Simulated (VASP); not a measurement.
Al2Cu: relaxation of cell and atoms with PBEsol

The system is Al2Cu.

```
Al Cu
1.0
     0.00000    2.86244    2.86244
     2.86244    0.00000    2.86244
     2.86244    2.86244    0.00000
Al Cu
2 1
Direct
  0.25000 0.25000 0.25000
  0.75000 0.75000 0.75000
  0.00000 0.00000 0.00000
```

```
Program                : VASP 6.6.1
Task                   : relaxation of cell and atoms
Functional             : PBEsol
Potentials or basis    : VASP PAW PBE potentials, release 64 (Al, Cu)
Cutoff                 : 600 eV
k mesh                 : 12 × 12 × 12
Occupations            : gaussian, width 0.1 eV
Spin                   : no spin polarisation
Dipole correction      : no
Further INCAR settings : ALGO = Normal; EDIFF = 1e-06; IBRION = 2; EDIFFG = -0.01; NSW = 80; ISIF = 3
```

```
Relaxed volume                         : 15.69 Å³/atom
Relaxed cell                           : a = 4.053 Å, b = 4.053 Å, c = 4.053 Å, α = 60.00°, β = 60.00°, γ = 60.00°
Space group after relaxing (to 0.05 Å) : Fm-3m (No. 225)
Energy gained by relaxing              : 0.1 meV/atom
Ionic steps                            : 3
Pressure after relaxing                : 0.1 GPa
```

Step by step:
```tsv
step	energy change (eV)	largest force (eV/Å)	pressure (GPa)	volume (Å³)
1	0.0000	0.0000	0.79	46.91
2	0.0007	0.0000	-0.81	47.43
3	-0.0002	0.0000	0.07	47.08
```

Final structure:
```
CELL_PARAMETERS angstrom
0.00000 2.86589 2.86589
2.86589 0.00000 2.86589
2.86589 2.86589 0.00000
ATOMIC_POSITIONS crystal
Al 0.25000 0.25000 0.25000
Al 0.75000 0.75000 0.75000
Cu 0.00000 0.00000 0.00000
```

Levels at points of the mesh, in eV from the Fermi level:
```
           k point  band 7  band 8  band 9  band 10  band 11  band 12
(0.00, 0.00, 0.00)    2.93    2.93    2.93     2.98     2.98     2.98
(0.50, 0.00, 0.00)   -3.96    0.64    0.64     2.97     2.97     3.87
(0.50, 0.50, 0.00)   -3.74   -1.97   -1.97     0.41     1.52     9.07
```

Run time: 110 s on 1 thread of AMD EPYC 7R13 Processor (Zen 3), on a shared host, peak memory 0.18 GiB.

Caveat: the PAW data sets were made with another functional, which shifts forces and pressure a little. Zero-point motion and thermal expansion aren't in these numbers.
